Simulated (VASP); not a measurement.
A run of VASP 6.6.1:

File INCAR:

```
SYSTEM = LiF
PREC     = Accurate       ! precision mode
ENCUT    = 520            ! plane-wave cutoff, eV
EDIFF    = 1E-6           ! SCF threshold, eV
ISMEAR   = -1             ! smearing method
SIGMA    = 0.02           ! smearing width, eV
LREAL    = .False.        ! projectors in reciprocal space
LASPH    = .True.         ! aspherical terms in the spheres
NELM     = 100            ! most SCF steps
ALGO     = Normal         ! electronic algorithm
ISIF     = 2              ! what is computed and relaxed
LWAVE    = .False.        ! write WAVECAR
LCHARG   = .True.         ! write CHGCAR
GGA      = PE             ! functional
LELF     = .True.         ! ELF
LVHAR    = .True.       
NBANDS   = 12             ! bands
```

The input KPOINTS:

```
Automatic mesh
0
Gamma
  10 10 10
  0 0 0
```

File POSCAR:

```
LiF
1.0
    0.0000000000      1.8757778977      2.0915369418
    1.8757778977      0.0000000000      2.0915369418
    1.8757778977      1.8757778977      0.0000000000
Li F
1 1
Direct
    0.0000000000      0.0000000000      0.0000000000
    0.5000000000      0.5000000000      0.5000000000
```

Potentials or basis: VASP PAW PBE potentials, release 64 (Li_sv, F).

Launch:

```console
$ cat potpaw_PBE.64/Li_sv/POTCAR potpaw_PBE.64/F/POTCAR > POTCAR
$ mpirun -np 1 vasp_std > vasp.out
```

Hardware: 1 thread of Intel(R) Xeon(R) Platinum 8375C CPU @ 2.90GHz (Ice Lake), on a shared host.

Task: Estimate the wall time of this run.

Result: It took 9.6 s on 1 thread of Intel(R) Xeon(R) Platinum 8375C CPU @ 2.90GHz (Ice Lake) (shared host), peak memory 0.13 GiB. Counts: scf iterations 12, k points 102.
